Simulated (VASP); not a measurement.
Te: single point with BLYP

The system is Te.

```
Te
1.0
     5.38211    0.00000    0.00000
    -2.69106    4.66105    0.00000
     0.00000    0.00000    5.98153
Te
3
Cartesian
  1.1866 0.0000 1.9938
  4.7888 1.0276 3.9877
  2.0978 3.6334 0.0000
```

| Quantity | Value |
| --- | --- |
| Program | VASP 6.6.1 |
| Task | single point |
| Functional | BLYP |
| Potentials or basis | VASP PAW PBE potentials, release 64 (Te) |
| Cutoff | 520 eV |
| k mesh | 7 × 7 × 5 |
| Occupations | fermi-dirac, width 0.05 eV |
| Spin | no spin polarisation |
| Dipole correction | no |
| Further INCAR settings | ALGO = Normal; EDIFF = 1e-07; NBANDS = 16 |

* Pressure: -0.8 GPa
* Largest force: 0.226 eV/Å
* Band gap on the k mesh: 1.09 eV (least direct gap 1.16 eV)

Forces on the atoms (eV/Å):
```
Te  -0.226  0.000  0.000
Te   0.113 -0.196  0.000
Te   0.113  0.196  0.000
```

Stress tensor (GPa, compression positive):
```
-0.62  0.00  0.00
 0.00 -0.62  0.00
 0.00  0.00 -1.10
```

Levels at points of the mesh, in eV from the valence-band top:
```tsv
k point	band 6	band 7	band 8	band 9	band 10	band 11	band 12	band 13
(0.00, 0.00, 0.00)	-2.40	-1.14	-1.14	-0.15	1.49	1.49	1.85	4.97
```

Wall time 60 s on 1 thread of Intel(R) Xeon(R) 6975P-C (Granite Rapids), with other jobs on the host, peak memory 0.28 GiB.

Caveat: the PAW data sets were made with another functional, which shifts forces and pressure a little; spin-orbit coupling is left out, which moves the levels of the heavy elements. A k mesh can miss the band edges.
